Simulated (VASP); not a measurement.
Crystal: BP.

```
CELL_PARAMETERS angstrom
0.00000 2.26832 2.26832
2.26832 0.00000 2.26832
2.26832 2.26832 0.00000
ATOMIC_POSITIONS crystal
B 0.00000 0.00000 0.00000
P 0.25000 0.25000 0.25000
```

Program: VASP 6.6.1. Alike in all runs: task single point; no spin polarisation; cell as given; cutoff (eV) 520; smearing gaussian 0.01 eV.

Q: Order these runs on this cell by their pressure, lowest first.
A. level PBE; potentials or basis VASP PAW PBE potentials, release 64 (B, P); k mesh 6 × 6 × 6
B. level LDA; potentials or basis VASP PAW LDA potentials, release 64 (B, P); k mesh 10 × 10 × 10
C. level r2SCAN; potentials or basis VASP PAW PBE potentials, release 64 (B, P); k mesh 10 × 10 × 10

A: B (-5.2 GPa), C (-0.5 GPa), A (1.2 GPa).

Caveats: the PAW data sets were made with another functional, which shifts forces and pressure a little (some runs).
